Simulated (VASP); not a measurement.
# BaAu2 (P6/mmm) in VASP: notebook, part 2 of 2

VASP 6.6.1.

## (3) Relaxation of cell and atoms, LDA

This run uses another cell than the first one, of 27.44 Å³/atom, 1.053 times its volume.

INCAR

```
PREC     = Accurate       # precision mode
ENCUT    = 600            # plane-wave cutoff, eV
EDIFF    = 1E-6           # SCF threshold, eV
ISMEAR   = 0              # smearing method
SIGMA    = 0.05           # smearing width, eV
LREAL    = F              # projectors in reciprocal space
LASPH    = T              # aspherical terms in the spheres
NELM     = 80             # most SCF steps
ALGO     = Normal         # electronic algorithm
ISIF     = 3              # what is computed and relaxed
LWAVE    = F              # write WAVECAR
LCHARG   = F              # write CHGCAR
GGA      = CA             # functional
IBRION   = 2              # ionic algorithm
NSW      = 80             # ionic steps
EDIFFG   = -0.01          # ionic threshold
```

KPOINTS

```
Automatic mesh
0
Gamma
  5 5 5
```

POSCAR

```
BaAu2
1.0
    4.8040000000      0.0000000000      0.0000000000
   -2.4020000000      4.1603860000      0.0000000000
    0.0000000000      0.0000000000      4.1190000000
Ba Au
1 2
Direct
    0.0000000000      0.0000000000      0.0000000000
    0.3333333333      0.6666666667      0.5000000000
    0.6666666667      0.3333333333      0.5000000000
```

Potentials or basis: VASP PAW LDA potentials, release 64 (Ba_sv, Au).

Launch:

```sh
cat potpaw_LDA.64/Ba_sv/POTCAR potpaw_LDA.64/Au/POTCAR > POTCAR
mpirun -np 1 vasp_std > vasp.out
```

OUTCAR:

```text
PREC = Accurate
   ENCUT = 600
   EDIFF = 1E-6
   ISMEAR = 0
   LREAL = F
   LASPH = T
   NELM = 80
   ISIF = 3
   GGA = CA
   IBRION = 2
   NSW = 80
   EDIFFG = -0.01

 ion  position               nearest neighbor table
   1  0.000  0.000  0.000-   2 3.45   2 3.45   3 3.45   3 3.45   2 3.45   3 3.45   2 3.45   3 3.45
                             3 3.45   3 3.45   2 3.45   2 3.45
   2  0.333  0.667  0.500-   3 2.77   3 2.77   3 2.77   1 3.45   1 3.45   1 3.45   1 3.45   1 3.45
                             1 3.45
   3  0.667  0.333  0.500-   2 2.77   2 2.77   2 2.77   1 3.45   1 3.45   1 3.45   1 3.45   1 3.45
                             1 3.45

  LATTYP: Found a hexagonal cell.
 ALAT       =     4.8040000000
 C/A-ratio  =     0.8574104913

  Lattice vectors:

 A1 = (   4.8040000000,   0.0000000000,   0.0000000000)
 A2 = (  -2.4020000000,   4.1603860000,   0.0000000000)
 A3 = (   0.0000000000,   0.0000000000,   4.1190000000)

Analysis of symmetry for initial positions (statically):
=====================================================================
 Subroutine PRICEL returns:
 Original cell was already a primitive cell.

 Routine SETGRP: Setting up the symmetry group for a
[... 149 lines left out ...]
 NGX is ok and might be reduce to    40
   NGX = 19   NGY = 19   NGZ = 17

--------------------------------------- Ionic step        1  -------------------------------------------

 number of electron      32.0000000 magnetization

 Free energy of the ion-electron system (eV)
  ---------------------------------------------------
  ext. energy  EPLUGINS =         0.00000000
  ---------------------------------------------------
  free energy    TOTEN  =       -13.06194284 eV

  energy without entropy =      -13.05971773  energy(sigma->0) =      -13.06083029

------------------------ aborting loop because EDIFF is reached ----------------------------------------

  FORCE on cell =-STRESS in cart. coord.  units (eV):
  Direction    XX          YY          ZZ          XY          YZ          ZX
  --------------------------------------------------------------------------------------
  -------------------------------------------------------------------------------------
  Total       -1.2195376     -1.2195376     -0.8388297      0.0000000      0.0000000      0.0000000
  in kB      -23.7343514    -23.7343510    -16.3251045      0.0000000      0.0000000      0.0000000
  external PRESSURE =     -21.2646023 kB  Pullay stress =       0.0000000 kB
[... 172 lines left out ...]
--------------------------------------- Ionic step        6  -------------------------------------------

 number of electron      32.0000001 magnetization

 Free energy of the ion-electron system (eV)
  ---------------------------------------------------
  ext. energy  EPLUGINS =         0.00000000
  ---------------------------------------------------
  free energy    TOTEN  =       -13.08152594 eV

  energy without entropy =      -13.07935907  energy(sigma->0) =      -13.08044250

 E-fermi :   5.2886     XC(G=0): -10.6124

 val. band max:        5.2647695752   @ k =   0.2000   0.0000   0.2000
 cond. band min:       5.4119864676   @ k =   0.4000   0.2000   0.2000
 fundamental gap:      0.1472168924
 Fermi energy:         5.2885889766

 k-point     1 :       0.0000    0.0000    0.0000
  band No.  band energies     occupation
      1     -22.4961      2.00000
      2      -7.7454      2.00000
      3      -7.7454      2.00000
      4      -7.5470      2.00000
      5      -1.8243      2.00000
      6       0.0937      2.00000
[... 364 lines left out ...]
  FREE ENERGIE OF THE ION-ELECTRON SYSTEM (eV)
  ---------------------------------------------------
  free  energy   TOTEN  =       -13.0815259368 eV

  energy  without entropy=      -13.0793590675  energy(sigma->0) =      -13.08044250

 reached required accuracy - stopping structural energy minimisation
```

CONTCAR:

```text
BaAu2
   1.00000000000000
     4.7578460880713598   -0.0000000000000000    0.0000000000000000
    -2.3789230440356799    4.1204155409376630    0.0000000000000000
     0.0000000000000000   -0.0000000000000000    4.0499832436263379
  Ba              Au
     1     2
Direct
     0.0000000000000000    0.0000000000000000    0.0000000000000000
     0.3333333332999970    0.6666666667000030    0.5000000000000000
     0.6666666667000030    0.3333333332999970    0.5000000000000000

  0.00000000E+00  0.00000000E+00  0.00000000E+00
  0.00000000E+00  0.00000000E+00  0.00000000E+00
  0.00000000E+00  0.00000000E+00  0.00000000E+00
```

Wall time 68 s (1 thread of Intel Xeon Platinum 8488C (Sapphire Rapids), shared host); peak memory 0.2 GiB.

What came out:

| Property | Result |
| --- | --- |
| Free energy | -13.0815 eV |
| Relaxed volume | 26.47 Å³/atom |
| Relaxed cell | a = 4.758 Å, b = 4.758 Å, c = 4.050 Å, α = 90.00°, β = 90.00°, γ = 120.00° |
| Space group after relaxing (to 0.05 Å) | P6/mmm (No. 191) |
| Energy gained by relaxing | 6.5 meV/atom |
| Ionic steps | 6 |
| Pressure after relaxing | 0.0 GPa |
| Band gap on the k mesh | zero (band 16 reaches 6.51 eV, above the bottom of band 17 at 5.16 eV) |

The path:
| step | energy change (eV) | largest force (eV/Å) | pressure (GPa) | volume (Å³) |
| --- | --- | --- | --- | --- |
| 1 | 0.0000 | 0.0000 | -2.13 | 82.32 |
| 2 | -0.0106 | 0.0000 | 1.54 | 78.06 |
| 3 | -0.0186 | 0.0000 | -0.03 | 79.69 |
| 4 | -0.0186 | 0.0000 | -0.08 | 79.74 |
| 5 | -0.0191 | 0.0000 | -0.05 | 79.63 |
| 6 | -0.0196 | 0.0000 | -0.05 | 79.40 |

Final structure:
```xyz
3
Lattice="4.7578 0.0000 0.0000 -2.3789 4.1204 0.0000 0.0000 0.0000 4.0500" Properties=species:S:1:pos:R:3 pbc="T T T"
Ba    0.0000    0.0000    0.0000
Au    0.0000    2.7469    2.0250
Au    2.3789    1.3735    2.0250
```

Levels at points of the mesh, in eV from the Fermi level:
```csv
k point,band 13,band 14,band 15,band 16,band 17,band 18,band 19,band 20
"(0.00, 0.00, 0.00)",-3.86,-3.55,-3.55,0.89,0.89,1.70,3.14,4.08
```

Caveat: spin-orbit coupling is left out, which moves the levels of the heavy elements.
